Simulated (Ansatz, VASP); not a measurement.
InSe: VASP beside Ansatz

INCAR

```
ALGO = Normal
EDIFF = 1E-8
ENCUT = 520
GGA = PS
ISIF = 2
ISMEAR = -1
LASPH = T
LCHARG = F
LEFG = T
LREAL = F
LWAVE = F
NBANDS = 27
NELM = 100
PREC = Accurate
SIGMA = 0.02
```

The input KPOINTS:

```
k-points
0
Gamma
  7 7 6
```

Contents of POSCAR:

```
InSe
1.0
    5.8679026766     -2.0550000000      0.0000000000
    5.8679026766      2.0550000000      0.0000000000
   -1.5994156962      0.0000000000      4.4533660986
In Se
2 2
Direct
    0.8840000000      0.8840000000      0.0050000000
    0.1160000000      0.1160000000      0.9950000000
    0.6600000000      0.6600000000      0.6420000000
    0.3400000000      0.3400000000      0.3580000000
```

Input for Ansatz:

```yaml
crystal:
  lattice:
    - [5.8679026766, -2.055, 0.0]
    - [5.8679026766, 2.055, 0.0]
    - [-1.5994156962, 0.0, 4.4533660986]
  atoms:
    - { symbol: In, position: [0.884, 0.884, 0.005] }
    - { symbol: In, position: [0.116, 0.116, 0.995] }
    - { symbol: Se, position: [0.66, 0.66, 0.642] }
    - { symbol: Se, position: [0.34, 0.34, 0.358] }
kpoints:
  mp_grid: { grid: [7, 7, 6] }
scf:
  occupations: { method: fermi_dirac, width: 0.02 }
hamiltonian:
  xc: pbesol
  pseudopotentials: { kind: all_electron, datasets: crystal }
output:
  forces: true
  stress: true
  eigenvalues: true
  efg: { contact_densities: true }
```

Change from the starting cell: zz strain of +3 %, crystal datasets.

Alike in both runs: task electric field gradients; functional PBEsol; k mesh 7 × 7 × 6; occupations fermi-dirac, width 0.02 eV; no spin polarisation.

```csv
,VASP,Ansatz
version,VASP 6.6.1,Ansatz 0.2.0
potentials or method,"VASP PAW PBE potentials, release 64 (In_d, Se), cutoff 520 eV","all-electron PAW with datasets made for the crystal, scalar-relativistic"
```

|  | VASP | Ansatz | Ansatz less VASP |
| --- | --- | --- | --- |
| gap on the k mesh at the Fermi level (eV) | 0.91 | 0.91 | +0.005 |
| pressure (GPa) | -1.5 | -1.6 | -0.04 |
| traceless stress, the component that is largest in VASP (GPa) | 2.07 | 2.07 | -0.004 |
| rms of the force components (eV/Å) | 0.386 | 0.390 | +0.0037 |
| size of Vzz on the site where it differs most (V/Å²) | 73.3 | 77.0 | +3.70 |

VASP's potentials were made for PBE, not for PBEsol. Atom by atom the forces differ by 0.008 eV/Å (rms over components). Ansatz ran all-electron here, and VASP with PAW potentials.
